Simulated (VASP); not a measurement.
# TaRu (Cmmm) in VASP: notebook

The runs below take TaRu through single point, with LDA.

Everything below comes from runs of VASP 6.6.1. Logs are shortened: lines on timing, memory, paths and dates and some standing lists are left out, and cuts for length are marked.

## 1. The cell of the first run

Symmetry: Cmmm, No. 65, orthorhombic system. The conventional cell has a = 3.176 Å, b = 4.683 Å, c = 4.162 Å, α = 90.00°, β = 90.00°, γ = 90.00°. Within 3.5 Å of Ta (site symmetry mmm) lie 8 Ru at 2.62 to 3.13 Å and 6 Ta at 2.83 to 3.18 Å. Within 3.5 Å of Ru (site symmetry mmm) lie 8 Ta at 2.62 to 3.13 Å and 6 Ru at 2.83 to 3.18 Å.

## 2. Single point, LDA (strain -0.0400 x Voigt [1, 0, 0, 0, 0, 0])

INCAR reads:

```
ALGO     = Fast           # electronic algorithm
EDIFF    = 1E-7           # SCF threshold, eV
ENCUT    = 520            # plane-wave cutoff, eV
GGA      = CA             # functional
ISIF     = 2              # what is computed and relaxed
ISMEAR   = 0              # smearing method
LASPH    = T              # aspherical terms in the spheres
LCHARG   = F              # write CHGCAR
LREAL    = F              # projectors in reciprocal space
LWAVE    = F              # write WAVECAR
NBANDS   = 20             # bands
NELM     = 100            # most SCF steps
PREC     = Accurate       # precision mode
SIGMA    = 0.15           # smearing width, eV
```

KPOINTS reads:

```
k-points
0
Gamma
  18 18 12
```

POSCAR reads:

```
TaRu
1.0
    1.5879571200     -2.3416130000      0.0000000000
    1.5879571200      2.3416130000      0.0000000000
    0.0000000000      0.0000000000      4.1624230000
Ta Ru
1 1
Direct
    0.5000000000      0.5000000000      0.5000000000
    0.0000000000      0.0000000000      0.0000000000
```

Potentials or basis: VASP PAW LDA potentials, release 64 (Ta_pv, Ru_pv).

Launch:

```
$ cat potpaw_LDA.64/Ta_pv/POTCAR potpaw_LDA.64/Ru_pv/POTCAR > POTCAR
$ mpirun -np 1 vasp_std > vasp.out
```

OUTCAR:

```text
EDIFF = 1E-7
   ENCUT = 520
   GGA = CA
   ISIF = 2
   ISMEAR = 0
   LASPH = T
   LREAL = F
   NELM = 100
   PREC = Accurate

 ion  position               nearest neighbor table
   1  0.500  0.500  0.500-   2 2.62   2 2.62   2 2.62   2 2.62   2 3.13   2 3.13   2 3.13   2 3.13

   2  0.000  0.000  0.000-   1 2.62   1 2.62   1 2.62   1 2.62   1 3.13   1 3.13   1 3.13   1 3.13

  LATTYP: Found a base centered orthorhombic cell.
 ALAT       =     3.1759142400
 B/A-ratio  =     1.4746071985
 C/A-ratio  =     1.3106219770

  Lattice vectors:

 A1 = (   1.5879571200,  -2.3416130000,   0.0000000000)
 A2 = (   1.5879571200,   2.3416130000,   0.0000000000)
 A3 = (   0.0000000000,   0.0000000000,   4.1624230000)

Analysis of symmetry for initial positions (statically):
=====================================================================
 Subroutine PRICEL returns:
 Original cell was already a primitive cell.

 Routine SETGRP: Setting up the symmetry group for a
 base centered orthorhombic supercell.

 Subroutine GETGRP returns: Found  8 space group operations
 (whereof  8 operations were pure point group operations)
 out of a pool of  8 trial point group operations.

The static configuration has the point symmetry D_2h.

Analysis of symmetry for dynamics (positions and initial velocities):
=====================================================================
 Subroutine PRICEL returns:
 Original cell was already a primitive cell.

 Routine SETGRP: Setting up the symmetry group for a
 base centered orthorhombic supercell.

 Subroutine GETGRP returns: Found  8 space group operations
 (whereof  8 operations were pure point group operations)
 out of a pool of  8 trial point group operations.

The dynamic configuration has the point symmetry D_2h.

 Subroutine INISYM returns: Found  8 space group operations
 (whereof  8 operations are pure point group operations),
 and found     1 'primitive' translations

----------------------------------------------------------------------------------------

                                     Primitive cell

  volume of cell :      30.9549

  direct lattice vectors                    reciprocal lattice vectors
     1.587957120 -2.341613000  0.000000000     0.314869963 -0.213528025  0.000000000
     1.587957120  2.341613000  0.000000000     0.314869963  0.213528025  0.000000000
     0.000000000  0.000000000  4.162423000     0.000000000  0.000000000  0.240244684

  length of vectors
     2.829268325  2.829268325  4.162423000     0.380443572  0.380443572  0.240244684

  position of ions in fractional coordinates (direct lattice)
     0.500000000  0.500000000  0.500000000
     0.000000000  0.000000000  0.000000000

  ion indices of the primitive-cell ions
   primitive index   ion index
                 1           1
                 2           2

----------------------------------------------------------------------------------------

 KPOINTS: k-points

Automatic generation of k-mesh.
 Grid dimensions read from file:
 generate k-points for:   18   18   12

 Generating k-lattice:

  Cartesian coordinates                     Fractional coordinates (reciprocal lattice)
     0.017492776 -0.011862668  0.000000000     0.055555556  0.000000000  0.000000000
     0.017492776  0.011862668  0.000000000     0.000000000  0.055555556  0.000000000
     0.000000000  0.000000000  0.020020390     0.000000000  0.000000000  0.083333333

  Length of vectors
     0.021135754  0.021135754  0.020020390

  Shift w.r.t. Gamma in fractional coordinates (k-lattice)
     0.000000000  0.000000000  0.000000000

 Subroutine IBZKPT returns following result:
 ===========================================

 Found    637 irreducible k-points:

 Following reciprocal coordinates:
            Coordinates               Weight
  0.000000  0.000000  0.000000      1.000000
  0.055556  0.000000  0.000000      4.000000
  0.111111  0.000000  0.000000      4.000000
  0.166667  0.000000  0.000000      4.000000
  0.222222 -0.000000  0.000000      4.000000
  0.277778 -0.000000  0.000000      4.000000
[... 16 lines left out ...]
 -0.277778  0.055556  0.000000      4.000000
 -0.222222  0.055556  0.000000      4.000000
 [... further k-points ...]
   k-points           NKPTS =    637   k-points in BZ     NKDIM =    637   number of bands    NBANDS=     20
   number of dos      NEDOS =    301   number of ions     NIONS =      2
   total plane-waves  NPLWV =  18432
   dimension x,y,z NGX =    24 NGY =   24 NGZ =   32
   dimension x,y,z NGXF=    48 NGYF=   48 NGZF=   64
   ions per type =               1   1
   NGX,Y,Z   is equivalent  to a cutoff of  14.10, 14.10, 12.78 a.u.
   NGXF,Y,Z  is equivalent  to a cutoff of  28.20, 28.20, 25.56 a.u.
 SYSTEM =  unknown system
   PREC   = accura    normal or accurate (medium, high low for compatibility)
   ISTART =      0    job   : 0-new  1-cont  2-samecut
   ICHARG =      2    charge: 1-file 2-atom 10-const
   ISPIN  =      1    spin polarized calculation?
   LNONCOLLINEAR =      F non collinear calculations
   LSORBIT =      F    spin-orbit coupling
   LASPH  =      T    aspherical Exc in radial PAW
   ENCUT  =  520.0 eV  38.22 Ry    6.18 a.u.   5.26  5.26  7.74*2*pi/ulx,y,z
   NELM   =    100;   NELMIN=  2; NELMDL= -5     # of ELM steps
   EDIFF  = 0.1E-06   stopping-criterion for ELM
   LREAL  =      F    real-space projection
   EDIFFG = 0.1E-05   stopping-criterion for IOM
   NSW    =      0    number of steps for IOM
   IBRION =     -1    ionic relax: 0-MD 1-quasi-New 2-CG
   NFREE  =      0    steps in history (QN), initial steepest desc. (CG)
   ISIF   =      2    stress and relaxation
   ISYM   =      2    0-nonsym 1-usesym 2-fastsym
   POTIM  = 0.5000    time-step for ionic-motion
   TEBEG  =    0.0;   TEEND  =   0.0 temperature during run
   PSTRESS=    0.0 pullay stress
   NELECT =      25.0000    total number of electrons
   NUPDOWN=      -1.0000    fix difference up-down
   EMIN   =  10.00;   EMAX   =-10.00  energy-range for DOS
   EFERMI =   0.00;   METHOD = LEGACY
   ISMEAR =     0;   SIGMA  =   0.15  broadening in eV -4-tet -1-fermi 0-gaus
   EFERMI_NEDOS =   21; number of points for ismear=-14 and -15
   IALGO  =     68    algorithm
   IMIX   =      4    mixing-type and parameters
     AMIX     =   0.40;   BMIX     =  1.00
     AMIX_MAG =   1.60;   BMIX_MAG =  1.00
  volume/ion in A,a.u.               =      15.48       104.45
  Fermi-wavevector in a.u.,A,eV,Ry     =   1.524561  2.881003 31.623833  2.324286
  Thomas-Fermi vector in A             =   2.632851
   LORBIT       =      0    0 simple, 1 ext, 2 COOP (PROOUT), +10 PAW based schemes
   GGA     = CA    functional components
   LHFCALC =     F    Hartree Fock is set to
   AEXX    =    0.0000 exact exchange contribution
   IVDW    =     0    specifies the selected vdW correction
   LEPSILON=     F    determine dielectric tensor
   LRPA    =     F    only Hartree local field effects (RPA)
 non-spin polarized calculation
 RMM-DIIS sequential band-by-band and
 Gauss-broadening in eV      SIGMA  =   0.15
  energy-cutoff  :      520.00
  volume of cell :       30.95
 maximum number of plane-waves:       852
 NGX is ok and might be reduce to    24
   NGX = 11   NGY = 11   NGZ = 15

 number of electron      25.0000004 magnetization

 Free energy of the ion-electron system (eV)
  ---------------------------------------------------
  ext. energy  EPLUGINS =         0.00000000
  ---------------------------------------------------
  free energy    TOTEN  =       -23.71708816 eV

  energy without entropy =      -23.69278924  energy(sigma->0) =      -23.70493870

 E-fermi :   9.1560     XC(G=0): -13.5874

 val. band max:        9.1543569137   @ k =   0.1111   0.1111   0.1667
 cond. band min:       9.1566932038   @ k =   0.4444   0.3889   0.2500
 fundamental gap:      0.0023362901
 Fermi energy:         9.1560297308

 k-point     1 :       0.0000    0.0000    0.0000
  band No.  band energies     occupation
      1     -33.6057      2.00000
      2     -33.3485      2.00000
      3     -33.1397      2.00000
      4     -25.1611      2.00000
      5     -24.6429      2.00000
      6     -24.4824      2.00000
[... 12 lines left out ...]
     19      20.7530      0.00000
     20      21.9757      0.00000

 k-point     2 :       0.0556    0.0000    0.0000
  band No.  band energies     occupation
      1     -33.6032      2.00000
      2     -33.3542      2.00000
      3     -33.1461      2.00000
      4     -25.1603      2.00000
      5     -24.6620      2.00000
      6     -24.4989      2.00000
[... 12 lines left out ...]
     19      19.5448      0.00000
     20      20.9349      0.00000

 k-point     3 :       0.1111    0.0000    0.0000
  band No.  band energies     occupation
      1     -33.5961      2.00000
      2     -33.3721      2.00000
      3     -33.1628      2.00000
      4     -25.1579      2.00000
      5     -24.7297      2.00000
      6     -24.5325      2.00000
[... 12 lines left out ...]
     19      20.4378      0.00000
     20      21.3023      0.00000

 k-point     4 :       0.1667    0.0000    0.0000
  band No.  band energies     occupation
      1     -33.5851      2.00000
      2     -33.4035      2.00000
      3     -33.1842      2.00000
      4     -25.1542      2.00000
      5     -24.8534      2.00000
      6     -24.5615      2.00000
[... 12 lines left out ...]
     19      20.2179      0.00000
     20      21.2977      0.00000

 k-point     5 :       0.2222   -0.0000    0.0000
  band No.  band energies     occupation
      1     -33.5717      2.00000
      2     -33.4477      2.00000
      3     -33.2044      2.00000
      4     -25.1497      2.00000
      5     -25.0140      2.00000
      6     -24.5844      2.00000
[... 12 lines left out ...]
     19      19.5198      0.00000
     20      19.8114      0.00000
[... 353 lines left out ...]
      6     -24.6434      2.00000
[... 12 lines left out ...]
     19      20.4408      0.00000
     20      21.3212      0.00000

 k-point    22 :      -0.3333    0.0556    0.0000
  band No.  band energies     occupation
      1     -33.5488      2.00000
      2     -33.5386      2.00000
      3     -33.2401      2.00000
      4     -25.3119      2.00000
      5     -25.1289      2.00000
      6     -24.6272      2.00000
[... 12 lines left out ...]
     19      20.1578      0.00000
     20      20.9858      0.00000

 k-point    23 :      -0.2778    0.0556    0.0000
  band No.  band energies     occupation
      1     -33.5627      2.00000
      2     -33.4852      2.00000
      3     -33.2291      2.00000
      4     -25.1489      2.00000
      5     -25.1329      2.00000
      6     -24.6109      2.00000
[... 12 lines left out ...]
     19      19.4824      0.00000
     20      21.7362      0.00000

 k-point    24 :      -0.2222    0.0556    0.0000
  band No.  band energies     occupation
      1     -33.5766      2.00000
      2     -33.4332      2.00000
      3     -33.2139      2.00000
      4     -25.1384      2.00000
      5     -24.9760      2.00000
      6     -24.5957      2.00000
[... 12 lines left out ...]
     19      19.5252      0.00000
     20      20.3289      0.00000

 [... further k-points ...]
[... 5 lines left out ...]
  --------------------------------------------------------------------------------------
  -------------------------------------------------------------------------------------
  Total       -0.0035522     -1.5259887     -0.2833160     -0.0000000      0.0000000      0.0000000
  in kB       -0.1838547    -78.9826684    -14.6639733     -0.0000000      0.0000000      0.0000000
  external PRESSURE =     -31.2768322 kB  Pullay stress =       0.0000000 kB

 VOLUME and BASIS-vectors are now :
 -----------------------------------------------------------------------------
  energy-cutoff  :      520.00
  volume of cell :       30.95
      direct lattice vectors                 reciprocal lattice vectors
     1.587957120 -2.341613000  0.000000000     0.314869963 -0.213528025  0.000000000
     1.587957120  2.341613000  0.000000000     0.314869963  0.213528025  0.000000000
     0.000000000  0.000000000  4.162423000     0.000000000  0.000000000  0.240244684

 POSITION                                       TOTAL-FORCE (eV/Angst)
 -----------------------------------------------------------------------------------
      1.58796      0.00000      2.08121        -0.000000      0.000000      0.000000
      0.00000      0.00000      0.00000         0.000000      0.000000      0.000000
 -----------------------------------------------------------------------------------
    total drift:                                0.000000     -0.000000      0.000000

  FREE ENERGIE OF THE ION-ELECTRON SYSTEM (eV)
  ---------------------------------------------------
  free  energy   TOTEN  =       -23.7170881583 eV

  energy  without entropy=      -23.6927892403  energy(sigma->0) =      -23.70493870
```

Wall time 9.3 min (1 thread of Intel Xeon 8259CL, shared host); peak memory 0.47 GiB.

Results:

```yaml
Free_energy: -23.7171 eV
Pressure: -3.1 GPa
```

Caveat: the cell differs from its parent crystal (strain -0.0400 x Voigt [1, 0, 0, 0, 0, 0]); spin-orbit coupling is left out, which moves the levels of the heavy elements.

## 3. Single point, LDA (strain -0.0200 x Voigt [1, 0, 0, 0, 0, 0])

INCAR reads:

```
PREC     = Accurate       # precision mode
ENCUT    = 520            # plane-wave cutoff, eV
EDIFF    = 1E-6           # SCF threshold, eV
ISMEAR   = 0              # smearing method
SIGMA    = 0.15           # smearing width, eV
LREAL    = False          # projectors in reciprocal space
LASPH    = True           # aspherical terms in the spheres
NELM     = 80             # most SCF steps
ALGO     = Fast           # electronic algorithm
ISIF     = 2              # what is computed and relaxed
LWAVE    = False          # write WAVECAR
LCHARG   = True           # write CHGCAR
GGA      = CA             # functional
LELF     = True           # ELF
LVHAR    = True         
NBANDS   = 20             # bands
```

KPOINTS reads:

```
regular mesh
0
Gamma
  18 18 12
```

POSCAR reads:

```
TaRu
1.0
    1.6210395600     -2.3416130000      0.0000000000
    1.6210395600      2.3416130000      0.0000000000
    0.0000000000      0.0000000000      4.1624230000
Ta Ru
1 1
Direct
    0.5000000000      0.5000000000      0.5000000000
    0.0000000000      0.0000000000      0.0000000000
```

Potentials or basis: VASP PAW LDA potentials, release 64 (Ta_pv, Ru_pv).

Launch:

```
$ cat potpaw_LDA.64/Ta_pv/POTCAR potpaw_LDA.64/Ru_pv/POTCAR > POTCAR
$ mpirun -np 1 vasp_std > vasp.out
```

Wall time 8.5 min (1 thread of Intel Xeon 8259CL, shared host); peak memory 0.48 GiB.

It converged, with:

- Free energy: -23.7042 eV
- Pressure: -8.4 GPa

Stress tensor (GPa, compression positive):
```
 -6.36   0.00   0.00
  0.00 -10.93   0.00
  0.00   0.00  -7.81
```

Levels at points of the mesh, in eV from the Fermi level:
```csv
k point,band 8,band 9,band 10,band 11,band 12,band 13,band 14,band 15,band 16,band 17
"(0.00, 0.00, 0.00)",-5.62,-3.65,-2.75,-1.82,-0.36,-0.31,0.82,2.49,3.34,3.70
"(0.50, 0.00, 0.00)",-4.11,-3.16,-2.63,-2.00,-1.58,-0.82,0.12,2.76,3.60,4.19
"(0.50, 0.50, 0.00)",-5.52,-5.30,-4.15,0.54,1.09,1.80,3.01,4.01,5.35,6.61
"(0.00, 0.00, 0.50)",-5.32,-3.05,-1.98,-1.29,-1.05,-0.88,-0.53,-0.10,2.32,2.39
"(0.50, 0.00, 0.50)",-5.40,-3.63,-3.28,-0.19,0.55,0.99,1.44,2.38,3.80,3.97
"(0.50, 0.50, 0.50)",-3.81,-3.74,-3.09,-2.07,-1.18,0.24,1.14,1.62,6.49,6.90
```

Caveat: the cell differs from its parent crystal (strain -0.0200 x Voigt [1, 0, 0, 0, 0, 0]); spin-orbit coupling is left out, which moves the levels of the heavy elements.

## 4. Single point, LDA (strain +0.0100 x Voigt [1, 0, 0, 0, 0, 0])

INCAR reads:

```
SYSTEM = TaRu
ALGO = Fast
EDIFF = 1E-7
ENCUT = 520
ISIF = 2
ISMEAR = 0
LASPH = .TRUE.
LCHARG = .TRUE.
LELF = .TRUE.
LREAL = .FALSE.
LVHAR = .TRUE.
LWAVE = .FALSE.
NBANDS = 20
NELM = 100
PREC = Accurate
SIGMA = 0.15
```

KPOINTS reads:

```
k-points
0
G
  18 18 12
  0 0 0
```

POSCAR reads:

```
TaRu
1.0
    1.6706632200     -2.3416130000      0.0000000000
    1.6706632200      2.3416130000      0.0000000000
    0.0000000000      0.0000000000      4.1624230000
Ta Ru
1 1
Direct
    0.5000000000      0.5000000000      0.5000000000
    0.0000000000      0.0000000000      0.0000000000
```

Launch:

```
$ cat potpaw_LDA.64/Ta_pv/POTCAR potpaw_LDA.64/Ru_pv/POTCAR > POTCAR
$ mpirun -np 1 vasp_std > vasp.out
```

Wall time 10 min (1 thread of Intel Xeon 8259CL, shared host); peak memory 0.49 GiB.

The run converged. Its results:

| Quantity | Value |
| --- | --- |
| Free energy | -23.6411 eV |
| Pressure | -15.3 GPa |

Stress tensor (GPa, compression positive):
```
-14.31   0.00   0.00
  0.00 -15.22   0.00
  0.00   0.00 -16.31
```

Levels at points of the mesh, in eV from the Fermi level:
```
           k point  band 11  band 12  band 13  band 14  band 15  band 16
(0.00, 0.00, 0.00)    -1.51    -0.35    -0.33     1.04     2.58     3.52
(0.50, 0.00, 0.00)    -1.84    -1.49    -0.71    -0.01     2.79     3.41
(0.50, 0.50, 0.00)     0.66     1.12     1.89     3.04     3.98     5.18
(0.00, 0.00, 0.50)    -1.40    -0.99    -0.63    -0.49     0.09     2.27
(0.50, 0.00, 0.50)    -0.33     0.57     0.95     1.27     2.28     3.48
(0.50, 0.50, 0.50)    -2.04    -1.05     0.06     1.16     1.73     6.31
```

Caveat: the cell differs from its parent crystal (strain +0.0100 x Voigt [1, 0, 0, 0, 0, 0]); spin-orbit coupling is left out, which moves the levels of the heavy elements.

(Part 1 of 2 ends here.)
